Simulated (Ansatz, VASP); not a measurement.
## SnSe2 in VASP and in Ansatz

The input INCAR:

```
PREC = Accurate ; ENCUT = 520
EDIFF = 1E-7 ; ISMEAR = 1
SIGMA = 0.2 ; LREAL = F
LASPH = T ; NELM = 100
ALGO = Normal ; ISIF = 2
LWAVE = F ; LCHARG = F
GGA = PE ; NBANDS = 20
```

KPOINTS

```
regular mesh
0
Gamma
  6 6 4
```

The input POSCAR:

```
SnSe2
1.0
    3.8251638404      0.0000000000      0.0000000000
   -1.9125819202      3.3126890594      0.0000000000
    0.0000000000      0.0000000000      6.2270561301
Sn Se
1 2
Direct
    0.0000000000      0.0000000000      0.0000000000
    0.3333333333      0.6666666667      0.2530760434
    0.6666666667      0.3333333333      0.7469239566
```

Input for Ansatz:

```yaml
crystal:
  lattice:
    - [3.8251638404, 0.0, 0.0]
    - [-1.9125819202, 3.3126890594, 0.0]
    - [0.0, 0.0, 6.2270561301]
  atoms:
    - { symbol: Sn, position: [0.0, 0.0, 0.0] }
    - { symbol: Se, position: [0.3333333333, 0.6666666667, 0.2530760434] }
    - { symbol: Se, position: [0.6666666667, 0.3333333333, 0.7469239566] }
kpoints:
  mp_grid: { grid: [6, 6, 4] }
hamiltonian:
  xc: pbe
scf:
  occupations: { method: methfessel_paxton, width: 0.2 }
  n_extra_bands: 4
output:
  forces: true
  stress: true
  eigenvalues: true
```

Alike in both runs: task single point; functional PBE; k mesh 6 × 6 × 4; occupations methfessel-paxton of order 1, width 0.2 eV; no spin polarisation.

```csv
,VASP,Ansatz
version,VASP 6.6.1,Ansatz 0.2.0
potentials or method,"VASP PAW PBE potentials, release 64 (Sn_d, Se)",plane waves
plane-wave cutoff (eV),520,420
valence electrons in the cell,26,46
```

```csv
,VASP,Ansatz,Ansatz less VASP
pressure (GPa),3.0,2.9,-0.06
"traceless stress, the component that is largest in VASP (GPa)",0.05,-0.01,-0.065
rms of the force components (eV/Å),0.127,0.116,-0.0109
```

Atom by atom the forces differ by 0.011 eV/Å (rms over components). VASP's potentials hold 26 valence electrons a cell and Ansatz's 46, so a difference there can come from the potentials and not from the codes. Ansatz's warnings: smearing energy in gap.
